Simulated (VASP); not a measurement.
# Ti (I4/mmm) in VASP: notebook, part 2 of 2

VASP 6.6.1. Earlier steps stand in the parts before.

**4. Single point, PBEsol (volume 17.418 Å^3 an atom, c/a of the conventional cell 1.0776)**

INCAR reads:

```
SYSTEM = Ti
PREC = Accurate ; ENCUT = 520
EDIFF = 1E-6 ; ISMEAR = 0
SIGMA = 0.15 ; LREAL = .False.
LASPH = .True. ; NELM = 80
ALGO = Fast ; ISIF = 2
LWAVE = .False. ; LCHARG = .False.
GGA = PS ; NBANDS = 12
```

KPOINTS reads:

```
Automatic mesh
0
Gamma
  22 22 22
  0 0 0
```

POSCAR reads:

```
Ti
1.0
   -1.5927962971      1.5927962971      1.7163972898
    1.5927962971     -1.5927962971      1.7163972898
    1.5927962971      1.5927962971     -1.7163972898
Ti
1
Direct
    0.0000000000      0.0000000000      0.0000000000
```

Potentials or basis: VASP PAW PBE potentials, release 64 (Ti_sv).

The run is started by

```bash
cat potpaw_PBE.64/Ti_sv/POTCAR > POTCAR
mpirun -np 1 vasp_std > vasp.out
```

OUTCAR:

```text
SYSTEM = Ti
   PREC = Accurate
   ENCUT = 520
   EDIFF = 1E-6
   ISMEAR = 0
   LREAL = .False.
   LASPH = .True.
   NELM = 80
   ISIF = 2
   GGA = PS

 ion  position               nearest neighbor table
   1  0.000  0.000  0.000-

  LATTYP: Found a body centered tetragonal cell.
 ALAT       =     3.1855925942
 C/A-ratio  =     1.0776000000

  Lattice vectors:

 A1 = (  -1.5927962971,   1.5927962971,   1.7163972898)
 A2 = (   1.5927962971,  -1.5927962971,   1.7163972898)
 A3 = (   1.5927962971,   1.5927962971,  -1.7163972898)

Analysis of symmetry for initial positions (statically):
=====================================================================
 Subroutine PRICEL returns:
 Original cell was already a primitive cell.

 Routine SETGRP: Setting up the symmetry group for a
 body centered tetragonal supercell.

 Subroutine GETGRP returns: Found 16 space group operations
 (whereof 16 operations were pure point group operations)
 out of a pool of 16 trial point group operations.

The static configuration has the point symmetry D_4h.

Analysis of symmetry for dynamics (positions and initial velocities):
[... 162 lines left out ...]
 cond. band min:       7.9441195395   @ k =   0.3182   0.1364   0.0455
 fundamental gap:      0.0012153111
 Fermi energy:         7.9436323496

 k-point     1 :       0.0000    0.0000    0.0000
  band No.  band energies     occupation
      1     -48.3848      2.00000
      2     -24.3402      2.00000
      3     -24.3402      2.00000
      4     -24.3345      2.00000
      5       1.9806      2.00000
      6       8.7659      0.00000
      7       8.7659      0.00000
      8       9.2620      0.00000
      9      10.3391      0.00000
     10      10.9123      0.00000
     11      24.5412      0.00000
     12      25.7852      0.00000
[... 331 lines left out ...]
 k-point    24 :      -0.4545    0.0455    0.0000
  band No.  band energies     occupation
      1     -48.2598      2.00000
      2     -24.9848      2.00000
      3     -24.5306      2.00000
      4     -24.3434      2.00000
      5       5.4453      2.00000
      6       7.7976      1.83157
      7       8.5887      0.00000
      8      10.3039      0.00000
      9      11.0875      0.00000
     10      12.0129      0.00000
     11      17.0110      0.00000
     12      21.7763      0.00000

 [... further k-points ...]
[... 5 lines left out ...]
  --------------------------------------------------------------------------------------
  -------------------------------------------------------------------------------------
  Total       -0.6389955     -0.6389955     -0.4764058      0.0000000      0.0000000      0.0000000
  in kB      -58.7773630    -58.7773630    -43.8217097      0.0000000      0.0000000      0.0000000
  external PRESSURE =     -53.7921452 kB  Pullay stress =       0.0000000 kB

 VOLUME and BASIS-vectors are now :
 -----------------------------------------------------------------------------
  energy-cutoff  :      520.00
  volume of cell :       17.42
      direct lattice vectors                 reciprocal lattice vectors
    -1.592796297  1.592796297  1.716397290     0.000000000  0.313913337  0.291307848
     1.592796297 -1.592796297  1.716397290     0.313913337  0.000000000  0.291307848
     1.592796297  1.592796297 -1.716397290     0.313913337  0.313913337  0.000000000

 POSITION                                       TOTAL-FORCE (eV/Angst)
 -----------------------------------------------------------------------------------
      0.00000      0.00000      0.00000         0.000000      0.000000      0.000000
 -----------------------------------------------------------------------------------
    total drift:                                0.000000      0.000000      0.000000

  FREE ENERGIE OF THE ION-ELECTRON SYSTEM (eV)
  ---------------------------------------------------
  free  energy   TOTEN  =        -8.2359555323 eV

  energy  without entropy=       -8.2089002645  energy(sigma->0) =       -8.22242790
```

OSZICAR:

```text
N       E                     dE             d eps       ncg     rms          rms(c)
DAV:   1     0.859827518075E+02    0.85983E+02   -0.65348E+03 20084   0.120E+03
DAV:   2    -0.511478173472E+01   -0.91098E+02   -0.88702E+02 20444   0.296E+02
DAV:   3    -0.933349370545E+01   -0.42187E+01   -0.41645E+01 27616   0.649E+01
[... 12 lines left out ...]
RMM:  16    -0.823594642378E+01   -0.84967E-05   -0.81007E-05 27393   0.604E-02    0.780E-03
RMM:  17    -0.823595030360E+01   -0.38798E-05   -0.37636E-05 24254   0.359E-02    0.324E-03
RMM:  18    -0.823595321655E+01   -0.29129E-05   -0.26820E-05 21199   0.232E-02    0.111E-03
RMM:  19    -0.823595464640E+01   -0.14298E-05   -0.13754E-05 18882   0.162E-02    0.108E-03
RMM:  20    -0.823595553233E+01   -0.88593E-06   -0.83534E-06 17573   0.118E-02
   1 F= -.82359555E+01 E0= -.82224279E+01  d E =-.270553E-01
```

Run time: 1.8 min. Hardware: 1 thread of Intel Xeon 6975P-C (Granite Rapids), shared host; peak memory 0.28 GiB.

Results:

- Free energy: -8.2360 eV
- Pressure: -5.4 GPa
- Band gap on the k mesh: zero (band 6 reaches 8.88 eV, above the bottom of band 7 at 7.31 eV)

Stress tensor (GPa, compression positive):
```
-5.88  0.00  0.00
 0.00 -5.88  0.00
 0.00  0.00 -4.38
```

Caveat: the PAW data sets were made with another functional, which shifts forces and pressure a little.

**5. Overview**

```csv
cell,further INCAR settings,gap on the mesh (eV),pressure (GPa)
"a = 2.842 Å, angles 105.7, 105.7, 117.3°, 1 atom",ALGO = Fast; EDIFF = 1e-06; NBANDS = 12,none,-5.5
"a = 2.888 Å, angles 118.4, 118.4, 92.7°, 1 atom",ALGO = Fast; EDIFF = 1e-07; NBANDS = 12,none,-4.8
"a = 2.832 Å, angles 111.6, 111.6, 105.4°, 1 atom",ALGO = Fast; EDIFF = 1e-06; NBANDS = 12,none,-5.4
```

Alike in all rows: task single point; level PBEsol; potentials or basis VASP PAW PBE potentials, release 64 (Ti_sv); no spin polarisation; k mesh 22 × 22 × 22; cutoff (eV) 520; smearing gaussian 0.15 eV.

Caveats: the PAW data sets were made with another functional, which shifts forces and pressure a little.

Absolute energies hang on the potentials; compare differences alone.
